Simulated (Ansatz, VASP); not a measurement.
# Cu3N: VASP beside Ansatz

```
Cu N
1.0
     3.77586    0.00000    0.00000
     0.00000    3.77586    0.00000
     0.00000    0.00000    3.81400
Cu N
3 1
Direct
  0.50000 0.00000 0.00000
  0.00000 0.50000 0.00000
  0.00000 0.00000 0.50000
  0.00000 0.00000 0.00000
```

Change from the starting cell: equal xx and yy strain of -1 %.

Alike in both runs: task single point; functional PBEsol; k mesh 10 × 10 × 10; occupations fermi-dirac, width 0.08 eV; no spin polarisation.

|  | VASP | Ansatz |
| --- | --- | --- |
| version | VASP 6.6.1 | Ansatz 0.2.0 |
| potentials or method | VASP PAW PBE potentials, release 64 (Cu, N), cutoff 600 eV | all-electron LAPW, scalar-relativistic |

VASP gave:

| Property | Result |
| --- | --- |
| pressure (GPa) | -1.8 |
| traceless stress, the component that is largest in VASP (GPa) | -1.36 |

**Question.** Which values does Ansatz return?

**Answer.** Pressure (GPa): -2.5; traceless stress, the component that is largest in VASP (GPa): -1.34.

VASP's potentials were made for PBE, not for PBEsol. Ansatz ran all-electron here, and VASP with PAW potentials.
